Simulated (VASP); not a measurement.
# HfO2 (Fm-3m) in VASP: phonons with r2SCAN

Aim: the phonons of HfO2 with r2SCAN.

All numbers are computed with VASP 6.6.1; they aren't measurements. Logs are shortened: lines on timing, memory, paths and dates and some standing lists are left out, and cuts for length are marked.

### 1 The cell of the first run

It takes space group Fm-3m (No. 225, cubic). Conventional cell: a = 5.115 Å, b = 5.115 Å, c = 5.115 Å, α = 90.00°, β = 90.00°, γ = 90.00°. Within 2.9 Å of Hf (site symmetry m-3m) lie 8 O at 2.21 Å. Within 2.9 Å of O (site symmetry -43m) lie 4 Hf at 2.21 Å and 6 O at 2.56 Å.

### 2 Phonons, r2SCAN

The input, INCAR:

```
SYSTEM = HfO2
PREC     = Accurate       ! precision mode
ENCUT    = 520            ! plane-wave cutoff, eV
EDIFF    = 1E-8           ! SCF threshold, eV
ISMEAR   = 0              ! smearing method
SIGMA    = 0.05           ! smearing width, eV
LREAL    = .FALSE.        ! projectors in reciprocal space
LASPH    = .TRUE.         ! aspherical terms in the spheres
NELM     = 60             ! most SCF steps
ALGO     = Normal         ! electronic algorithm
ISIF     = 2              ! what is computed and relaxed
LWAVE    = .FALSE.        ! write WAVECAR
LCHARG   = .TRUE.         ! write CHGCAR
METAGGA  = R2SCAN         ! meta-GGA
LMIXTAU  = .TRUE.       
IBRION   = 6              ! ionic algorithm
NFREE    = 2            
POTIM    = 0.015          ! step
NSW      = 1              ! ionic steps
```

The input, KPOINTS:

```
Automatic mesh
0
G
  8 8 8
  0 0 0
```

The input, POSCAR:

```
HfO2
1.0
    0.0000000000      2.5575000000      2.5575000000
    2.5575000000      0.0000000000      2.5575000000
    2.5575000000      2.5575000000      0.0000000000
Hf O
1 2
Direct
    0.0000000000      0.0000000000      0.0000000000
    0.2500000000      0.2500000000      0.2500000000
    0.7500000000      0.7500000000      0.7500000000
```

Potentials or basis: VASP PAW PBE potentials, release 64 (Hf_pv, O).

On the command line:

```
$ cat potpaw_PBE.64/Hf_pv/POTCAR potpaw_PBE.64/O/POTCAR > POTCAR
$ mpirun -np 1 vasp_std > vasp.out
```

OUTCAR:

```text
SYSTEM = HfO2
   PREC = Accurate
   ENCUT = 520
   EDIFF = 1E-8
   ISMEAR = 0
   LREAL = .FALSE.
   LASPH = .TRUE.
   NELM = 60
   ISIF = 2
   METAGGA = R2SCAN
   IBRION = 6
   NFREE = 2
   POTIM = 0.015
   NSW = 1

 ion  position               nearest neighbor table
   1  0.000  0.000  0.000-   3 2.21   3 2.21   3 2.21   2 2.21   3 2.21   2 2.21   2 2.21   2 2.21

   2  0.250  0.250  0.250-   1 2.21   1 2.21   1 2.21   1 2.21
   3  0.750  0.750  0.750-   1 2.21   1 2.21   1 2.21   1 2.21

  LATTYP: Found a face centered cubic cell.
 ALAT       =     5.1150000000

  Lattice vectors:

 A1 = (   0.0000000000,   2.5575000000,   2.5575000000)
 A2 = (   2.5575000000,   0.0000000000,   2.5575000000)
 A3 = (   2.5575000000,   2.5575000000,   0.0000000000)

Analysis of symmetry for initial positions (statically):
=====================================================================
 Subroutine PRICEL returns:
 Original cell was already a primitive cell.

 Routine SETGRP: Setting up the symmetry group for a
 face centered cubic supercell.

 Subroutine GETGRP returns: Found 48 space group operations
 (whereof 48 operations were pure point group operations)
 out of a pool of 48 trial point group operations.

The static configuration has the point symmetry O_h .

Analysis of symmetry for dynamics (positions and initial velocities):
=====================================================================
 Subroutine PRICEL returns:
 Original cell was already a primitive cell.

 Routine SETGRP: Setting up the symmetry group for a
 face centered cubic supercell.

 Subroutine GETGRP returns: Found 48 space group operations
 (whereof 48 operations were pure point group operations)
 out of a pool of 48 trial point group operations.

The dynamic configuration has the point symmetry O_h .

 Subroutine INISYM returns: Found 48 space group operations
 (whereof 48 operations are pure point group operations),
 and found     1 'primitive' translations

----------------------------------------------------------------------------------------

                                     Primitive cell

  volume of cell :      33.4562

  direct lattice vectors                    reciprocal lattice vectors
     0.000000000  2.557500000  2.557500000    -0.195503421  0.195503421  0.195503421
     2.557500000  0.000000000  2.557500000     0.195503421 -0.195503421  0.195503421
     2.557500000  2.557500000  0.000000000     0.195503421  0.195503421 -0.195503421

  length of vectors
     3.616851186  3.616851186  3.616851186     0.338621859  0.338621859  0.338621859

  position of ions in fractional coordinates (direct lattice)
     0.000000000  0.000000000  0.000000000
     0.250000000  0.250000000  0.250000000
     0.750000000  0.750000000  0.750000000

  ion indices of the primitive-cell ions
   primitive index   ion index
                 1           1
                 2           2
                 3           3

----------------------------------------------------------------------------------------

 KPOINTS: Automatic mesh

Automatic generation of k-mesh.
 Grid dimensions read from file:
 generate k-points for:    8    8    8

 Generating k-lattice:

  Cartesian coordinates                     Fractional coordinates (reciprocal lattice)
    -0.024437928  0.024437928  0.024437928     0.125000000  0.000000000  0.000000000
[... 68 lines left out ...]
   TEBEG  =    0.0;   TEEND  =   0.0 temperature during run
   PSTRESS=    0.0 pullay stress
   NELECT =      22.0000    total number of electrons
   NUPDOWN=      -1.0000    fix difference up-down
   EMIN   =  10.00;   EMAX   =-10.00  energy-range for DOS
   EFERMI =   0.00;   METHOD = LEGACY
   ISMEAR =     0;   SIGMA  =   0.05  broadening in eV -4-tet -1-fermi 0-gaus
   EFERMI_NEDOS =   21; number of points for ismear=-14 and -15
   IALGO  =     38    algorithm
   IMIX   =      4    mixing-type and parameters
     AMIX     =   0.40;   BMIX     =  1.00
     AMIX_MAG =   1.60;   BMIX_MAG =  1.00
  volume/ion in A,a.u.               =      11.15        75.26
  Fermi-wavevector in a.u.,A,eV,Ry     =   1.423607  2.690227 27.574337  2.026657
  Thomas-Fermi vector in A             =   2.544186
   LORBIT       =      0    0 simple, 1 ext, 2 COOP (PROOUT), +10 PAW based schemes
   METAGGA = R2SCAN    functional components
   LHFCALC =     F    Hartree Fock is set to
   AEXX    =    0.0000 exact exchange contribution
   IVDW    =     0    specifies the selected vdW correction
   LEPSILON=     F    determine dielectric tensor
   LRPA    =     F    only Hartree local field effects (RPA)
 finite differences with symmetry
 non-spin polarized calculation
 Gauss-broadening in eV      SIGMA  =   0.05
  energy-cutoff  :      520.00
  volume of cell :       33.46
 maximum number of plane-waves:       934
   NGX = 13   NGY = 13   NGZ = 13

--------------------------------------- Ionic step        1  -------------------------------------------

 number of electron      21.9999993 magnetization

 Free energy of the ion-electron system (eV)
  ---------------------------------------------------
  ext. energy  EPLUGINS =         0.00000000
  ---------------------------------------------------
  free energy    TOTEN  =       -68.49373470 eV

  energy without entropy =      -68.49373470  energy(sigma->0) =      -68.49373470

------------------------ aborting loop because EDIFF is reached ----------------------------------------

  FORCE on cell =-STRESS in cart. coord.  units (eV):
  Direction    XX          YY          ZZ          XY          YZ          ZX
  --------------------------------------------------------------------------------------
  -------------------------------------------------------------------------------------
  Total       -2.5218543     -2.5218543     -2.5218543      0.0000000     -0.0000000      0.0000000
  in kB     -120.7684960   -120.7684960   -120.7684960      0.0000000     -0.0000000      0.0000000
  external PRESSURE =    -120.7684960 kB  Pullay stress =       0.0000000 kB
[... 135 lines left out ...]
--------------------------------------- Ionic step        5  -------------------------------------------

 number of electron      21.9999994 magnetization

 Free energy of the ion-electron system (eV)
  ---------------------------------------------------
  ext. energy  EPLUGINS =         0.00000000
  ---------------------------------------------------
  free energy    TOTEN  =       -68.49259706 eV

  energy without entropy =      -68.49259706  energy(sigma->0) =      -68.49259706

 E-fermi :   4.0123     XC(G=0): -12.4245

 val. band max:        3.6888750046   @ k =   0.0000   0.5000   0.5000
 cond. band min:       7.9031522328   @ k =   0.0000   0.5000   0.5000
 fundamental gap:      4.2142772282
 Fermi energy:         4.0122857067

 k-point     1 :       0.0000    0.0000    0.0000
  band No.  band energies     occupation
      1     -27.1067      2.00000
      2     -27.1037      2.00000
      3     -27.1005      2.00000
      4     -15.8760      2.00000
      5     -13.0034      2.00000
      6      -1.6055      2.00000
      7      -1.5881      2.00000
      8      -1.5697      2.00000
      9       3.0570      2.00000
     10       3.0648      2.00000
     11       3.0717      2.00000
     12       8.0171      0.00000
     13       8.0182      0.00000
     14       9.9337      0.00000
[... 401 lines left out ...]
      2     -27.2597      2.00000
      3     -27.1730      2.00000
      4     -14.3618      2.00000
      5     -13.8834      2.00000
      6      -1.0771      2.00000
      7      -0.7561      2.00000
      8       0.2204      2.00000
      9       1.4446      2.00000
     10       2.3567      2.00000
     11       2.4103      2.00000
     12       8.6481      0.00000
     13       9.0717      0.00000
     14      10.9519      0.00000
     15      12.0447      0.00000

 [... further k-points ...]

------------------------ aborting loop because EDIFF is reached ----------------------------------------

  FORCE on cell =-STRESS in cart. coord.  units (eV):
  Direction    XX          YY          ZZ          XY          YZ          ZX
  --------------------------------------------------------------------------------------
  -------------------------------------------------------------------------------------
  Total       -2.5149171     -2.5199328     -2.5199328      0.0000000      0.0736445      0.0000000
  in kB     -120.4362807   -120.6764756   -120.6764756      0.0000000      3.5267427      0.0000000
  external PRESSURE =    -120.5964107 kB  Pullay stress =       0.0000000 kB
[... 18 lines left out ...]
  FREE ENERGIE OF THE ION-ELECTRON SYSTEM (eV)
  ---------------------------------------------------
  free  energy   TOTEN  =       -68.4925970554 eV

  energy  without entropy=      -68.4925970554  energy(sigma->0) =      -68.49259706

 INTERNAL STRAIN TENSORS FROM DISPLACED ATOMS
 ============================================

 INTERNAL STRAIN TENSOR FOR ION    1 for displacements in x,y,z  (eV/Angst):
          X           Y           Z          XY          YZ          ZX
  --------------------------------------------------------------------------------
  x     0.00000     0.00000     0.00000     0.00000     0.00000     0.00000
  y     0.00000     0.00000     0.00000     0.00000     0.00000     0.00000
  z     0.00000     0.00000     0.00000     0.00000     0.00000     0.00000

 INTERNAL STRAIN TENSOR FOR ION    3 for displacements in x,y,z  (eV/Angst):
          X           Y           Z          XY          YZ          ZX
  --------------------------------------------------------------------------------
  x    -0.00000     0.00000     0.00000     0.00000     4.91225     0.00000
  y    -0.00000    -0.00000    -0.00000     0.00000     0.00000     4.91225
  z     0.00000     0.00000    -0.00000     4.91225     0.00000     0.00000

 Eigenvectors and eigenvalues of the dynamical matrix
 ----------------------------------------------------

   1 f  =   16.749909 THz   105.242781 2PiTHz  558.716819 cm-1    69.272026 meV
             X         Y         Z           dx          dy          dz
      0.000000  0.000000  0.000000     0.000000    0.000000    0.000000
      1.278750  1.278750  1.278750     0.005512    0.499970    0.500000
      3.836250  3.836250  3.836250    -0.005512   -0.499970   -0.500000
[... 43 lines left out ...]
   9 f/i=    0.034481 THz     0.216651 2PiTHz    1.150164 cm-1     0.142602 meV
             X         Y         Z           dx          dy          dz
      0.000000  0.000000  0.000000     0.034915   -0.046911   -0.916579
      1.278750  1.278750  1.278750     0.010633   -0.014286   -0.279131
      3.836250  3.836250  3.836250     0.010633   -0.014286   -0.279131

 ELASTIC MODULI CONTR FROM IONIC RELAXATION (kBar)
 Direction    XX          YY          ZZ          XY          YZ          ZX
 --------------------------------------------------------------------------------
 XX          -0.0000     -0.0000     -0.0000     -0.0000      0.0000      0.0000
 YY          -0.0000     -0.0000     -0.0000     -0.0000     -0.0000      0.0000
 ZZ          -0.0000     -0.0000     -0.0000      0.0000     -0.0000      0.0000
 XY          -0.0000     -0.0000      0.0000   -125.8291      0.0000      0.0000
 YZ           0.0000     -0.0000     -0.0000      0.0000   -125.8291      0.0000
 ZX           0.0000      0.0000      0.0000      0.0000      0.0000   -125.8291
 --------------------------------------------------------------------------------
```

Run time: 10 min. Hardware: 1 thread of Intel Xeon Platinum 8259CL at 2.50GHz (Skylake/Cascade Lake), shared host; peak memory 0.23 GiB.

Results:

```
Highest phonon frequency at Γ, LO-TO splitting left out : 559 cm⁻¹
```

Phonon frequencies in cm⁻¹ (negative: imaginary):
```csv
q point,frequencies
"(0.000, 0.000, 0.000)",-1 -1 -1 187 187 187 559 559 559
```

Caveat: the cell stands under pressure or tension, which shifts response properties; the PAW data sets were made with another functional, which shifts forces and pressure a little; spin-orbit coupling is left out, which moves the levels of the heavy elements.
